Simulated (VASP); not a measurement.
Si, 2 atoms in the cell. The structure is cubic, space group Fd-3m (No. 227). Conventional cell: a = 5.333 Å, b = 5.333 Å, c = 5.333 Å, α = 90.00°, β = 90.00°, γ = 90.00°. Within 3.1 Å of Si (site symmetry -43m) lie 4 Si at 2.31 Å. 

* Program: VASP 6.6.1
* Task: single point
* Functional: LDA
* Potentials or basis: VASP PAW LDA potentials, release 64 (Si)
* Cutoff: 520 eV
* k mesh: 8 × 8 × 8
* Occupations: gaussian, width 0.01 eV
* Spin: no spin polarisation
* Dipole correction: no
* Further INCAR settings: ALGO = Normal; EDIFF = 1e-07; NBANDS = 11

Potentials or basis: VASP PAW LDA potentials, release 64 (Si).

The run is started by

```sh
$ cat potpaw_LDA.64/Si/POTCAR > POTCAR
$ mpirun -np 1 vasp_std > vasp.out
```

Hardware: 1 thread of Intel(R) Xeon(R) Platinum 8375C CPU @ 2.90GHz (Ice Lake) (shared host).

How long does it take, and how much memory?

Run time: 9 s on 1 thread of Intel(R) Xeon(R) Platinum 8375C CPU @ 2.90GHz (Ice Lake), on a shared host, peak memory 0.13 GiB. Counts: scf iterations 12, k points 29.
